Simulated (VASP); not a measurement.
Input of a VASP 6.6.1 run:

Contents of INCAR:

```
SYSTEM = ZnS
ALGO = Normal
EDIFF = 1E-6
ENCUT = 500
GGA = LIBXC
GGA_COMPAT = .False.
ISIF = 2
ISMEAR = -1
LASPH = .True.
LCHARG = .True.
LELF = .True.
LIBXC1 = GGA_X_B88
LIBXC2 = GGA_C_PBE
LREAL = .False.
LVHAR = .True.
LWAVE = .False.
NBANDS = 16
NELM = 120
PREC = Accurate
SIGMA = 0.05
```

The input KPOINTS:

```
k-points
0
Gamma
  9 9 9
  0 0 0
```

The input POSCAR:

```
ZnS
1.0
    0.0000000000      2.6838652254      2.6838652254
    2.6838652254      0.0000000000      2.6838652254
    2.6838652254      2.6838652254      0.0000000000
Zn S
1 1
Direct
    0.7500000000      0.7500000000      0.7500000000
    0.0000000000      0.0000000000      0.0000000000
```

Potentials or basis: VASP PAW PBE potentials, release 64 (Zn, S).

The run is started by

```console
$ cat potpaw_PBE.64/Zn/POTCAR potpaw_PBE.64/S/POTCAR > POTCAR
$ mpirun -np 1 vasp_std > vasp.out
```

Q: Predict the pressure.

A: 3.3 GPa.

Q: Predict the band gap on the k mesh.

A: 2.20 eV.

Caveat: the cell stands under pressure; the PAW data sets were made with another functional, which shifts forces and pressure a little.
